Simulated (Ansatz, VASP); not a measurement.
**Zn3PbO in VASP and in Ansatz**

Contents of INCAR:

```
PREC = Accurate
ENCUT = 520
EDIFF = 1E-6
ISMEAR = -1
SIGMA = 0.15
LREAL = False
LASPH = True
NELM = 100
ALGO = Normal
ISIF = 2
LWAVE = False
LCHARG = True
GGA = PE
LELF = True
LVHAR = True
NBANDS = 36
```

KPOINTS

```
regular mesh
0
Gamma
  8 8 8
```

The input POSCAR:

```
Zn3PbO
1.0
    4.4466989951      0.0000000000      0.0000000000
    0.0000000000      4.4466989951      0.0000000000
    0.0000000000      0.0000000000      4.4466989951
Zn Pb O
3 1 1
Direct
    0.0000000000      0.5000000000      0.5000000000
    0.5000000000      0.0000000000      0.5000000000
    0.5000000000      0.5000000000      0.0000000000
    0.0000000000      0.0000000000      0.0000000000
    0.5000000000      0.5000000000      0.5000000000
```

Input for Ansatz:

```yaml
crystal:
  lattice:
    - [4.4466989951, 0.0, 0.0]
    - [0.0, 4.4466989951, 0.0]
    - [0.0, 0.0, 4.4466989951]
  atoms:
    - { symbol: Zn, position: [0.0, 0.5, 0.5] }
    - { symbol: Zn, position: [0.5, 0.0, 0.5] }
    - { symbol: Zn, position: [0.5, 0.5, 0.0] }
    - { symbol: Pb, position: [0.0, 0.0, 0.0] }
    - { symbol: O, position: [0.5, 0.5, 0.5] }
basis:
  ecutwfc: 420
kpoints:
  mp_grid: { grid: [8, 8, 8] }
hamiltonian:
  xc: pbe
scf:
  occupations: { method: fermi_dirac, width: 0.15 }
output:
  forces: true
  stress: true
  eigenvalues: true
```

Alike in both runs: task single point; functional PBE; k mesh 8 × 8 × 8; occupations fermi-dirac, width 0.15 eV; no spin polarisation.

```csv
,VASP,Ansatz
version,VASP 6.6.1,Ansatz 0.2.0
potentials or method,"VASP PAW PBE potentials, release 64 (Zn, Pb_d, O), cutoff 520 eV","scalar-relativistic, plane waves, PAW"
valence electrons in the cell,56,56
```

```csv
,VASP,Ansatz,Ansatz less VASP
gap on the k mesh at the Fermi level (eV),none,none,-
pressure (GPa),-1.0,-1.2,-0.22
```

A gap of «none» marks a metal or a gap that the smearing closes.

Neither program's run includes spin-orbit coupling.
